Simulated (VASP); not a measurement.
Write the native input for VASP 6.6.1 that does the following.

- Task: single point
- Functional: PBEsol
- Potentials or basis: VASP PAW PBE potentials, release 64 (Te, Ge_d, Sb)
- Cutoff: 520 eV
- k mesh: 10 × 10 × 2
- Occupations: gaussian, width 0.03 eV
- Spin: no spin polarisation
- Dipole correction: no
- Further INCAR settings: ALGO = Normal; EDIFF = 1e-07; NBANDS = 44; ISYM = 0

The structure of Ge2Sb2Te5 lies in POSCAR:

```
Ge2Sb2Te5
1.0
    4.2084868825     -0.0000922458     -0.0010340239
   -2.1043233284      3.6446104289      0.0010340239
    2.1000488196     -1.2124637513     17.2174544111
Te Ge Sb
5 2 2
Direct
    0.0000000000      0.0000000000      0.0000000000
    0.6017258598      0.3982741402      0.1955278490
    0.1965081923      0.8034918077      0.4118895094
    0.8034918077      0.1965081923      0.5881104906
    0.3982741402      0.6017258598      0.8044721510
    0.3004655825      0.6995344175      0.0988720814
    0.6995344175      0.3004655825      0.9011279186
    0.8963745286      0.1036254714      0.3119015776
    0.1036254714      0.8963745286      0.6880984224
```

These files were run (other wordings do the same):

INCAR

```
  PREC = Accurate
  ENCUT = 520
  EDIFF = 1E-7
  ISMEAR = 0
  SIGMA = 0.03
  LREAL = F
  LASPH = T
  NELM = 100
  ALGO = Normal
  ISIF = 2
  LWAVE = F
  LCHARG = T
  GGA = PS
  LVHAR = T
  ISYM = 0
  NBANDS = 44
  KPAR = 4
```

KPOINTS

```
regular mesh
0
Gamma
  10 10 2
```

Potentials or basis: VASP PAW PBE potentials, release 64 (Te, Ge_d, Sb).

The run is started by

```bash
$ cat potpaw_PBE.64/Te/POTCAR potpaw_PBE.64/Ge_d/POTCAR potpaw_PBE.64/Sb/POTCAR > POTCAR
$ mpirun -np 4 vasp_std > vasp.out
```

It gave:

```json
{
 "Pressure": "0.1 GPa",
 "Largest force": "0.036 eV/Å",
 "Band gap on the k mesh": "0.26 eV (least direct gap 0.33 eV)"
}
```

Caveat: the PAW data sets were made with another functional, which shifts forces and pressure a little; spin-orbit coupling is left out, which moves the levels of the heavy elements; this functional lacks dispersion, which binds the layers, so the pressure and a relaxed spacing across them are unreliable.

Wall time 14 min on 4 MPI ranks on AMD EPYC 7R43 64-Core Processor (Zen 3), with other jobs on the host, peak memory 1.1 GiB a rank.
